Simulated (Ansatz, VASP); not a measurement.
**Pt: VASP beside Ansatz**

Contents of POSCAR:

```
Pt
1.0
   -1.5842200000      1.5842200000      1.6475888000
    1.5842200000     -1.5842200000      1.6475888000
    1.5842200000      1.5842200000     -1.6475888000
Pt
1
Direct
    0.0000000000      0.0000000000      0.0000000000
```

Contents of INCAR.step1:

```
SYSTEM = Pt
PREC     = Accurate       ! precision mode
ENCUT    = 520            ! plane-wave cutoff, eV
ISMEAR   = 0              ! smearing method
SIGMA    = 0.15           ! smearing width, eV
LREAL    = .FALSE.        ! projectors in reciprocal space
LASPH    = .TRUE.         ! aspherical terms in the spheres
NELM     = 100            ! most SCF steps
NBANDS   = 11             ! bands
GGA      = PE             ! functional
ALGO     = Normal         ! electronic algorithm
EDIFF    = 1E-4           ! SCF threshold, eV
LWAVE    = .TRUE.         ! write WAVECAR
LCHARG   = .FALSE.        ! write CHGCAR
```

Contents of INCAR.step2:

```
SYSTEM = Pt
PREC     = Accurate       ! precision mode
ENCUT    = 520            ! plane-wave cutoff, eV
EDIFF    = 1E-6           ! SCF threshold, eV
ISMEAR   = 0              ! smearing method
SIGMA    = 0.15           ! smearing width, eV
LREAL    = .FALSE.        ! projectors in reciprocal space
LASPH    = .TRUE.         ! aspherical terms in the spheres
NELM     = 100            ! most SCF steps
ALGO     = Normal         ! electronic algorithm
ISIF     = 2              ! what is computed and relaxed
LWAVE    = .FALSE.        ! write WAVECAR
LCHARG   = .FALSE.        ! write CHGCAR
METAGGA  = R2SCAN         ! meta-GGA
LMIXTAU  = .TRUE.       
NBANDS   = 11             ! bands
ISTART   = 1
```

Contents of KPOINTS:

```
regular mesh
0
G
  22 22 22
  0 0 0
```

Input for Ansatz:

```yaml
crystal:
  lattice:
    - [-1.58422, 1.58422, 1.6475888]
    - [1.58422, -1.58422, 1.6475888]
    - [1.58422, 1.58422, -1.6475888]
  atoms:
    - { symbol: Pt, position: [0.0, 0.0, 0.0] }
basis:
  ecutwfc: 500
kpoints:
  mp_grid: { grid: [22, 22, 22] }
hamiltonian:
  xc: r2scan
scf:
  occupations: { method: gaussian, width: 0.15 }
output:
  forces: true
  stress: true
  eigenvalues: true
```

Change from the starting cell: strain +0.0400 x Voigt [0, 0, 1, 0, 0, 0], atoms carried along.

Alike in both runs: task single point; functional r2SCAN; k mesh 22 × 22 × 22; occupations gaussian, width 0.15 eV; no spin polarisation.

|  | VASP | Ansatz |
| --- | --- | --- |
| version | VASP 6.6.1 | Ansatz 0.2.0 |
| potentials or method | VASP PAW PBE potentials, release 64 (Pt), cutoff 520 eV | scalar-relativistic, plane waves, PAW |
| valence electrons in the cell | 10 | 18 |

|  | VASP | Ansatz | Ansatz less VASP |
| --- | --- | --- | --- |
| gap on the k mesh at the Fermi level (eV) | none | none | - |
| pressure (GPa) | -14.0 | -14.4 | -0.40 |
| traceless stress, the component that is largest in VASP (GPa) | 1.76 | 1.74 | -0.019 |

VASP's potentials were made for PBE, not for r2SCAN. A gap of «none» marks a metal or a gap that the smearing closes. With one functional, cell and mesh, what is left measures potentials, basis and numerics. VASP's potentials hold 10 valence electrons a cell and Ansatz's 18, so a difference there can come from the potentials and not from the codes.

Spin-orbit coupling is off throughout.
